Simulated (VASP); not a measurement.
Set up this calculation in VASP 6.6.1, as the native input.

| Item | Value |
| --- | --- |
| Task | single point |
| Functional | LDA |
| Potentials or basis | VASP PAW LDA potentials, release 64 (Al, Co) |
| Cutoff | 520 eV |
| k mesh | 14 × 14 × 14 |
| Occupations | gaussian, width 0.1 eV |
| Spin | no spin polarisation |
| Dipole correction | no |
| Further INCAR settings | ALGO = Normal; EDIFF = 1e-06; NBANDS = 13 |

The structure of AlCo lies in POSCAR:

```
AlCo
1.0
    2.7937220238      0.0000000000      0.0000000000
    0.0000000000      2.7937220238      0.0000000000
    0.0000000000      0.0000000000      2.7937220238
Al Co
1 1
Direct
    0.0000000000      0.0000000000      0.0000000000
    0.5000000000      0.5000000000      0.5000000000
```

The input as run:

INCAR

```
PREC = Accurate
ENCUT = 520
EDIFF = 1E-6
ISMEAR = 0
SIGMA = 0.1
LREAL = False
LASPH = True
NELM = 80
ALGO = Normal
ISIF = 2
LWAVE = False
LCHARG = False
NBANDS = 13
```

KPOINTS

```
Automatic mesh
0
Gamma
  14 14 14
```

Potentials or basis: VASP PAW LDA potentials, release 64 (Al, Co).

Command:

```sh
$ cat potpaw_LDA.64/Al/POTCAR potpaw_LDA.64/Co/POTCAR > POTCAR
$ mpirun -np 1 vasp_std > vasp.out
```

Results of the run:

```
Pressure               : 0.4 GPa
Band gap on the k mesh : zero (band 6 reaches 13.55 eV, above the bottom of band 7 at 10.83 eV)
```

It took 33 s on 1 thread of Intel Xeon 8259CL, with other jobs on the host, peak memory 0.15 GiB.
